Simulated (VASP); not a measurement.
# PbS (Galena) (Fm-3m) in VASP: notebook, part 2 of 2

VASP 6.6.1. Earlier steps stand in the parts before.

## 4. Single point, r2SCAN

This run uses another cell than the first one, of 28.28 Å³/atom, 1.039 times its volume.

POSCAR

```
PbS
1.0
    0.0000000000      3.0464982800      3.0464982800
    3.0464982800      0.0000000000      3.0464982800
    3.0464982800      3.0464982800      0.0000000000
Pb S
1 1
Direct
    0.0000000000      0.0000000000      0.0000000000
    0.5000000000      0.5000000000      0.5000000000
```

INCAR.step1

```
PREC     = Accurate       # precision mode
ENCUT    = 520            # plane-wave cutoff, eV
ISMEAR   = -1             # smearing method
SIGMA    = 0.02           # smearing width, eV
LREAL    = F              # projectors in reciprocal space
LASPH    = T              # aspherical terms in the spheres
NELM     = 100            # most SCF steps
NBANDS   = 17             # bands
GGA      = PE             # functional
ALGO     = Normal         # electronic algorithm
EDIFF    = 1E-4           # SCF threshold, eV
LWAVE    = T              # write WAVECAR
LCHARG   = F              # write CHGCAR
```

INCAR.step2

```
PREC     = Accurate       # precision mode
ENCUT    = 520            # plane-wave cutoff, eV
EDIFF    = 1E-6           # SCF threshold, eV
ISMEAR   = -1             # smearing method
SIGMA    = 0.02           # smearing width, eV
LREAL    = F              # projectors in reciprocal space
LASPH    = T              # aspherical terms in the spheres
NELM     = 100            # most SCF steps
ALGO     = Normal         # electronic algorithm
ISIF     = 2              # what is computed and relaxed
LWAVE    = F              # write WAVECAR
LCHARG   = T              # write CHGCAR
METAGGA  = R2SCAN         # meta-GGA
LMIXTAU  = T            
LELF     = T              # ELF
LVHAR    = T            
NBANDS   = 17             # bands
ISTART   = 1
```

KPOINTS

```
regular mesh
0
Gamma
  8 8 8
```

Potentials or basis: VASP PAW PBE potentials, release 64 (Pb_d, S).

Started as:

```
$ cat potpaw_PBE.64/Pb_d/POTCAR potpaw_PBE.64/S/POTCAR > POTCAR
$ cp INCAR.step1 INCAR
$ mpirun -np 1 vasp_std > vasp.out
$ cp INCAR.step2 INCAR
$ mpirun -np 1 vasp_std > vasp.out
```

OUTCAR:

```text
PREC = Accurate
   ENCUT = 520
   EDIFF = 1E-6
   ISMEAR = -1
   LREAL = F
   LASPH = T
   NELM = 100
   ISIF = 2
   METAGGA = R2SCAN
   ISTART = 1

 ion  position               nearest neighbor table
   1  0.000  0.000  0.000-   2 3.05   2 3.05   2 3.05   2 3.05   2 3.05   2 3.05
   2  0.500  0.500  0.500-   1 3.05   1 3.05   1 3.05   1 3.05   1 3.05   1 3.05

  LATTYP: Found a face centered cubic cell.
 ALAT       =     6.0929965600

  Lattice vectors:

 A1 = (   0.0000000000,   3.0464982800,   3.0464982800)
 A2 = (   3.0464982800,   0.0000000000,   3.0464982800)
 A3 = (   3.0464982800,   3.0464982800,   0.0000000000)

Analysis of symmetry for initial positions (statically):
=====================================================================
 Subroutine PRICEL returns:
 Original cell was already a primitive cell.

 Routine SETGRP: Setting up the symmetry group for a
 face centered cubic supercell.

 Subroutine GETGRP returns: Found 48 space group operations
 (whereof 48 operations were pure point group operations)
 out of a pool of 48 trial point group operations.

The static configuration has the point symmetry O_h .

Analysis of symmetry for dynamics (positions and initial velocities):
=====================================================================
 Subroutine PRICEL returns:
 Original cell was already a primitive cell.

 Routine SETGRP: Setting up the symmetry group for a
 face centered cubic supercell.

 Subroutine GETGRP returns: Found 48 space group operations
 (whereof 48 operations were pure point group operations)
 out of a pool of 48 trial point group operations.

The dynamic configuration has the point symmetry O_h .

 Subroutine INISYM returns: Found 48 space group operations
 (whereof 48 operations are pure point group operations),
 and found     1 'primitive' translations

----------------------------------------------------------------------------------------

                                     Primitive cell

  volume of cell :      56.5500

  direct lattice vectors                    reciprocal lattice vectors
     0.000000000  3.046498280  3.046498280    -0.164122856  0.164122856  0.164122856
     3.046498280  0.000000000  3.046498280     0.164122856 -0.164122856  0.164122856
     3.046498280  3.046498280  0.000000000     0.164122856  0.164122856 -0.164122856

  length of vectors
     4.308399185  4.308399185  4.308399185     0.284269126  0.284269126  0.284269126

  position of ions in fractional coordinates (direct lattice)
     0.000000000  0.000000000  0.000000000
     0.500000000  0.500000000  0.500000000

  ion indices of the primitive-cell ions
   primitive index   ion index
                 1           1
                 2           2

----------------------------------------------------------------------------------------

 KPOINTS: regular mesh

Automatic generation of k-mesh.
 Grid dimensions read from file:
 generate k-points for:    8    8    8

 Generating k-lattice:

  Cartesian coordinates                     Fractional coordinates (reciprocal lattice)
    -0.020515357  0.020515357  0.020515357     0.125000000  0.000000000  0.000000000
     0.020515357 -0.020515357  0.020515357     0.000000000  0.125000000  0.000000000
     0.020515357  0.020515357 -0.020515357     0.000000000  0.000000000  0.125000000

  Length of vectors
     0.035533641  0.035533641  0.035533641

  Shift w.r.t. Gamma in fractional coordinates (k-lattice)
     0.000000000  0.000000000  0.000000000

 Subroutine IBZKPT returns following result:
 ===========================================

 Found     29 irreducible k-points:

 Following reciprocal coordinates:
            Coordinates               Weight
  0.000000  0.000000  0.000000      1.000000
  0.125000  0.000000  0.000000      8.000000
  0.250000  0.000000  0.000000      8.000000
  0.375000  0.000000  0.000000      8.000000
  0.500000  0.000000  0.000000      4.000000
  0.125000  0.125000  0.000000      6.000000
[... 16 lines left out ...]
  0.500000  0.250000  0.125000     48.000000
 -0.375000  0.250000  0.125000     24.000000
 [... further k-points ...]
   k-points           NKPTS =     29   k-points in BZ     NKDIM =     29   number of bands    NBANDS=     17
   number of dos      NEDOS =    301   number of ions     NIONS =      2
   total plane-waves  NPLWV =  32768
   dimension x,y,z NGX =    32 NGY =   32 NGZ =   32
   dimension x,y,z NGXF=    64 NGYF=   64 NGZF=   64
   ions per type =               1   1
   NGX,Y,Z   is equivalent  to a cutoff of  12.35, 12.35, 12.35 a.u.
   NGXF,Y,Z  is equivalent  to a cutoff of  24.70, 24.70, 24.70 a.u.
 SYSTEM =  unknown system
   PREC   = accura    normal or accurate (medium, high low for compatibility)
   ISTART =      1    job   : 0-new  1-cont  2-samecut
   ICHARG =      0    charge: 1-file 2-atom 10-const
   ISPIN  =      1    spin polarized calculation?
   LNONCOLLINEAR =      F non collinear calculations
   LSORBIT =      F    spin-orbit coupling
   LASPH  =      T    aspherical Exc in radial PAW
   ENCUT  =  520.0 eV  38.22 Ry    6.18 a.u.   8.01  8.01  8.01*2*pi/ulx,y,z
   NELM   =    100;   NELMIN=  2; NELMDL=  0     # of ELM steps
   EDIFF  = 0.1E-05   stopping-criterion for ELM
   LREAL  =      F    real-space projection
   EDIFFG = 0.1E-04   stopping-criterion for IOM
   NSW    =      0    number of steps for IOM
   IBRION =     -1    ionic relax: 0-MD 1-quasi-New 2-CG
   NFREE  =      0    steps in history (QN), initial steepest desc. (CG)
   ISIF   =      2    stress and relaxation
   ISYM   =      2    0-nonsym 1-usesym 2-fastsym
   POTIM  = 0.5000    time-step for ionic-motion
   TEBEG  =    0.0;   TEEND  =   0.0 temperature during run
   PSTRESS=    0.0 pullay stress
   NELECT =      20.0000    total number of electrons
   NUPDOWN=      -1.0000    fix difference up-down
   EMIN   =  10.00;   EMAX   =-10.00  energy-range for DOS
   EFERMI =   0.00;   METHOD = LEGACY
   ISMEAR =    -1;   SIGMA  =   0.02  broadening in eV -4-tet -1-fermi 0-gaus
   EFERMI_NEDOS =   21; number of points for ismear=-14 and -15
   IALGO  =     38    algorithm
   IMIX   =      4    mixing-type and parameters
     AMIX     =   0.40;   BMIX     =  1.00
     AMIX_MAG =   1.60;   BMIX_MAG =  1.00
  volume/ion in A,a.u.               =      28.28       190.81
  Fermi-wavevector in a.u.,A,eV,Ry     =   1.157730  2.187792 18.236411  1.340338
  Thomas-Fermi vector in A             =   2.294339
   LORBIT       =      0    0 simple, 1 ext, 2 COOP (PROOUT), +10 PAW based schemes
   METAGGA = R2SCAN    functional components
   LHFCALC =     F    Hartree Fock is set to
   AEXX    =    0.0000 exact exchange contribution
   IVDW    =     0    specifies the selected vdW correction
   LEPSILON=     F    determine dielectric tensor
   LRPA    =     F    only Hartree local field effects (RPA)
 non-spin polarized calculation
  energy-cutoff  :      520.00
  volume of cell :       56.55
 maximum number of plane-waves:      1540
   NGX = 17   NGY = 17   NGZ = 17

 number of electron      20.0000004 magnetization

 Free energy of the ion-electron system (eV)
  ---------------------------------------------------
  ext. energy  EPLUGINS =         0.00000000
  ---------------------------------------------------
  free energy    TOTEN  =       -65.58100822 eV

  energy without entropy =      -65.58100822  energy(sigma->0) =      -65.58100822

 E-fermi :   5.0099     XC(G=0):  -9.8533

 val. band max:        4.5905173723   @ k =   0.5000   0.0000   0.0000
 cond. band min:       5.4862376977   @ k =   0.5000   0.0000   0.0000
 fundamental gap:      0.8957203255
 Fermi energy:         5.0099009902

 k-point     1 :       0.0000    0.0000    0.0000
  band No.  band energies     occupation
      1     -12.6714      2.00000
      2     -12.6714      2.00000
      3     -12.6714      2.00000
      4     -12.6529      2.00000
      5     -12.6529      2.00000
      6      -8.8262      2.00000
[... 9 lines left out ...]
     16      12.0026      0.00000
     17      13.9159      0.00000

 k-point     2 :       0.1250    0.0000    0.0000
  band No.  band energies     occupation
      1     -12.6708      2.00000
      2     -12.6688      2.00000
      3     -12.6688      2.00000
      4     -12.6540      2.00000
      5     -12.6540      2.00000
      6      -8.7075      2.00000
[... 9 lines left out ...]
     16      12.3512      0.00000
     17      14.8984      0.00000
[... 421 lines left out ...]
 k-point    24 :      -0.3750    0.2500    0.1250
  band No.  band energies     occupation
      1     -12.7036      2.00000
      2     -12.6683      2.00000
      3     -12.6575      2.00000
      4     -12.6495      2.00000
      5     -12.6342      2.00000
      6      -7.5869      2.00000
[... 9 lines left out ...]
     16      16.1167      0.00000
     17      16.3454      0.00000

 [... further k-points ...]
[... 5 lines left out ...]
  --------------------------------------------------------------------------------------
  -------------------------------------------------------------------------------------
  Total       -1.0720497     -1.0720497     -1.0720497     -0.0000000      0.0000000      0.0000000
  in kB      -30.3733487    -30.3733487    -30.3733487     -0.0000000      0.0000000      0.0000000
  external PRESSURE =     -30.3733487 kB  Pullay stress =       0.0000000 kB

 VOLUME and BASIS-vectors are now :
 -----------------------------------------------------------------------------
  energy-cutoff  :      520.00
  volume of cell :       56.55
      direct lattice vectors                 reciprocal lattice vectors
     0.000000000  3.046498280  3.046498280    -0.164122856  0.164122856  0.164122856
     3.046498280  0.000000000  3.046498280     0.164122856 -0.164122856  0.164122856
     3.046498280  3.046498280  0.000000000     0.164122856  0.164122856 -0.164122856

 POSITION                                       TOTAL-FORCE (eV/Angst)
 -----------------------------------------------------------------------------------
      0.00000      0.00000      0.00000         0.000000      0.000000      0.000000
      3.04650      3.04650      3.04650        -0.000000     -0.000000     -0.000000
 -----------------------------------------------------------------------------------
    total drift:                                0.000000     -0.000000     -0.000000

  FREE ENERGIE OF THE ION-ELECTRON SYSTEM (eV)
  ---------------------------------------------------
  free  energy   TOTEN  =       -65.5810082211 eV

  energy  without entropy=      -65.5810082211  energy(sigma->0) =      -65.58100822
```

It took 61 s on 1 thread of Intel Xeon Platinum 8488C (Sapphire Rapids), shared host; peak memory 0.19 GiB.

Results:

```yaml
Free_energy: -65.5810 eV
Pressure: -3.0 GPa
Band_gap_on_the_k_mesh: 0.90 eV, direct
```

Caveat: the PAW data sets were made with another functional, which shifts forces and pressure a little; spin-orbit coupling is left out, which moves the levels of the heavy elements. A k mesh can miss the band edges.

## 5. Single point, r2SCAN, non-collinear spin, zero start, spin-orbit coupling

This run uses another cell than the first one, of 26.67 Å³/atom, 0.980 times its volume.

POSCAR

```
PbS
1.0
    0.0000000000      2.9878971800      2.9878971800
    2.9878971800      0.0000000000      2.9878971800
    2.9878971800      2.9878971800      0.0000000000
Pb S
1 1
Direct
    0.0000000000      0.0000000000      0.0000000000
    0.5000000000      0.5000000000      0.5000000000
```

INCAR.step1

```
ALGO     = Normal         # electronic algorithm
EDIFF    = 1E-4           # SCF threshold, eV
ENCUT    = 520            # plane-wave cutoff, eV
GGA      = PE             # functional
GGA_COMPAT= F            
ISMEAR   = -1             # smearing method
LASPH    = T              # aspherical terms in the spheres
LCHARG   = F              # write CHGCAR
LREAL    = F              # projectors in reciprocal space
LSORBIT  = T              # spin-orbit coupling
LWAVE    = T              # write WAVECAR
MAGMOM   = 0 0 0 0 0 0    # initial moments
NBANDS   = 32             # bands
NELM     = 150            # most SCF steps
PREC     = Accurate       # precision mode
SIGMA    = 0.02           # smearing width, eV
```

INCAR.step2

```
ALGO     = Normal         # electronic algorithm
EDIFF    = 1E-6           # SCF threshold, eV
ENCUT    = 520            # plane-wave cutoff, eV
GGA_COMPAT= F            
ISIF     = 2              # what is computed and relaxed
ISMEAR   = -1             # smearing method
ISTART   = 1            
LASPH    = T              # aspherical terms in the spheres
LCHARG   = T              # write CHGCAR
LMIXTAU  = T            
LORBIT   = 11             # projections on sites
LORBMOM  = T            
LREAL    = F              # projectors in reciprocal space
LSORBIT  = T              # spin-orbit coupling
LVHAR    = T            
LWAVE    = F              # write WAVECAR
MAGMOM   = 0 0 0 0 0 0    # initial moments
METAGGA  = R2SCAN         # meta-GGA
NBANDS   = 32             # bands
NELM     = 150            # most SCF steps
PREC     = Accurate       # precision mode
SIGMA    = 0.02           # smearing width, eV
```

KPOINTS

```
k-points
0
Gamma
  8 8 8
```

Potentials or basis: VASP PAW PBE potentials, release 64 (Pb_d, S).

Started as:

```
$ cat potpaw_PBE.64/Pb_d/POTCAR potpaw_PBE.64/S/POTCAR > POTCAR
$ cp INCAR.step1 INCAR
$ mpirun -np 1 vasp_ncl > vasp.out
$ cp INCAR.step2 INCAR
$ mpirun -np 1 vasp_ncl > vasp.out
```

OUTCAR:

```text
EDIFF = 1E-6
   ENCUT = 520
   ISIF = 2
   ISMEAR = -1
   ISTART = 1
   LASPH = T
   LORBIT = 11
   LREAL = F
   LSORBIT = T
   METAGGA = R2SCAN
   NELM = 150
   PREC = Accurate

 ion  position               nearest neighbor table
   1  0.000  0.000  0.000-   2 2.99   2 2.99   2 2.99   2 2.99   2 2.99   2 2.99
   2  0.500  0.500  0.500-   1 2.99   1 2.99   1 2.99   1 2.99   1 2.99   1 2.99

  LATTYP: Found a face centered cubic cell.
 ALAT       =     5.9757943600

  Lattice vectors:

 A1 = (   0.0000000000,   2.9878971800,   2.9878971800)
 A2 = (   2.9878971800,   0.0000000000,   2.9878971800)
 A3 = (   2.9878971800,   2.9878971800,   0.0000000000)

Analysis of symmetry for initial positions (statically):
=====================================================================
 Subroutine PRICEL returns:
 Original cell was already a primitive cell.

 Routine SETGRP: Setting up the symmetry group for a
 face centered cubic supercell.

 Subroutine GETGRP returns: Found 48 space group operations
 (whereof 48 operations were pure point group operations)
 out of a pool of 48 trial point group operations.
[... 1103 lines left out ...]
     0.0000000     0.0000000     0.0000000     0.0000000     0.0000000     0.0000000     0.0000000
     0.0000000     0.0000000     0.0000000     0.0000000     0.0000000     0.0000000     0.0000000
     0.0000000     0.0000000     0.0000000     0.0000000     0.0000000     0.0000000     0.0000000
     0.0000000     0.0000000     0.0000000     0.0000000     0.0000000     0.0000000     0.0000000
     0.0000000     0.0000000     0.0000000     0.0000000     0.0000000     0.0000000     0.0000000

 Ion:    2  E_soc:     -0.0037264
 l=   1
     0.0000000    -0.0006211    -0.0006211
    -0.0006211     0.0000000    -0.0006211
    -0.0006211    -0.0006211     0.0000000
 l=   2
     0.0000000     0.0000000     0.0000000     0.0000000     0.0000000
     0.0000000     0.0000000     0.0000000     0.0000000     0.0000000
     0.0000000     0.0000000     0.0000000     0.0000000     0.0000000
     0.0000000     0.0000000     0.0000000     0.0000000     0.0000000
     0.0000000     0.0000000     0.0000000     0.0000000     0.0000000
 l=   3
     0.0000000     0.0000000     0.0000000     0.0000000     0.0000000     0.0000000     0.0000000
     0.0000000     0.0000000     0.0000000     0.0000000     0.0000000     0.0000000     0.0000000
     0.0000000     0.0000000     0.0000000     0.0000000     0.0000000     0.0000000     0.0000000
     0.0000000     0.0000000     0.0000000     0.0000000     0.0000000     0.0000000     0.0000000
     0.0000000     0.0000000     0.0000000     0.0000000     0.0000000     0.0000000     0.0000000
     0.0000000     0.0000000     0.0000000     0.0000000     0.0000000     0.0000000     0.0000000
     0.0000000     0.0000000     0.0000000     0.0000000     0.0000000     0.0000000     0.0000000

 total charge

# of ion       s       p       d       tot
------------------------------------------
    1        1.481   0.494   9.840  11.815
    2        1.338   2.354   0.000   3.693
--------------------------------------------------
tot          2.819   2.848   9.840  15.507

 magnetization (x)

# of ion       s       p       d       tot
------------------------------------------
    1        0.000   0.000  -0.000  -0.000
    2        0.000   0.000   0.000   0.000
--------------------------------------------------
tot          0.000   0.000  -0.000  -0.000

 magnetization (y)

# of ion       s       p       d       tot
------------------------------------------
    1        0.000   0.000  -0.000   0.000
    2        0.000  -0.000   0.000   0.000
--------------------------------------------------
tot          0.000   0.000  -0.000   0.000

 magnetization (z)

# of ion       s       p       d       tot
------------------------------------------
    1        0.000  -0.000  -0.000  -0.000
    2        0.000  -0.000   0.000  -0.000
--------------------------------------------------
tot          0.000  -0.000  -0.000  -0.000
```

Run time: 4.8 min. Hardware: 1 thread of Intel Xeon Platinum 8488C (Sapphire Rapids), shared host; peak memory 0.38 GiB.

What came out:

```yaml
Free_energy: -65.9674 eV
Pressure: -0.3 GPa
Net_moment: 0.00 μB per cell
Valence_electrons_inside_the_program's_atomic_spheres: Pb 11.81; S 3.69
```

Moments on the atoms (μB; x, y, z):
```
Pb  0.00 0.00 0.00
S   0.00 0.00 0.00
```

Caveat: the PAW data sets were made with another functional, which shifts forces and pressure a little.

## 6. Overview

```tsv
spin	cell	gap on the mesh (eV)	pressure (GPa)
off	a = 4.254 Å, angles 60.0°, 2 atoms	0.77	-1.2
off	a = 4.281 Å, angles 60.0°, 2 atoms	0.84	-2.1
off	a = 4.308 Å, angles 60.0°, 2 atoms	0.90	-3.0
non-collinear, zero start, SOC	a = 4.226 Å, angles 60.0°, 2 atoms	-	-0.3
```

Alike in all rows: task single point; level r2SCAN; potentials or basis VASP PAW PBE potentials, release 64 (Pb_d, S); k mesh 8 × 8 × 8; cutoff (eV) 520; smearing fermi-dirac 0.02 eV.

Caveats: the PAW data sets were made with another functional, which shifts forces and pressure a little; spin-orbit coupling is left out, which moves the levels of the heavy elements (some runs).

Absolute energies hang on the potentials; compare differences alone.
